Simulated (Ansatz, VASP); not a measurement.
# One calculation of Pb, two programs

```xyz
2
Lattice="0.0000 3.4390 3.4390 3.4390 0.0000 3.4390 3.4390 3.4390 0.0000" Properties=species:S:1:pos:R:3 pbc="T T T"
Pb    1.7195    1.7195    1.7195
Pb    0.0000    0.0000    0.0000
```

Alike in both runs: functional PBE-based screened hybrid with a share of 0.25 of exact exchange and HFSCREEN = 0.3; k mesh 4 × 4 × 4; occupations fermi-dirac, width 0.05 eV; no spin polarisation.

|  | VASP | Ansatz |
| --- | --- | --- |
| version | VASP 6.6.1 | Ansatz 0.2.0 |
| potentials or method | VASP PAW PBE potentials, release 64 (Pb_d) | Ansatz PAW |
| plane-wave cutoff (eV) | 520 | 420 |
| valence electrons in the cell | 28 | 28 |
| task | single point | band structure |

|  | VASP | Ansatz | Ansatz less VASP |
| --- | --- | --- | --- |
| gap on the k mesh at the Fermi level (eV) | none | none | - |
| pressure (GPa) | 1.9 | 1.9 | +0.03 |

VASP's potentials were made for PBE, not for PBE-based screened hybrid. A gap of «none» marks a metal or a gap that the smearing closes. With one functional, cell and mesh, what is left measures potentials, basis and numerics.

The k mesh is coarse, so the values compare programs but aren't converged. Neither program's run includes spin-orbit coupling.
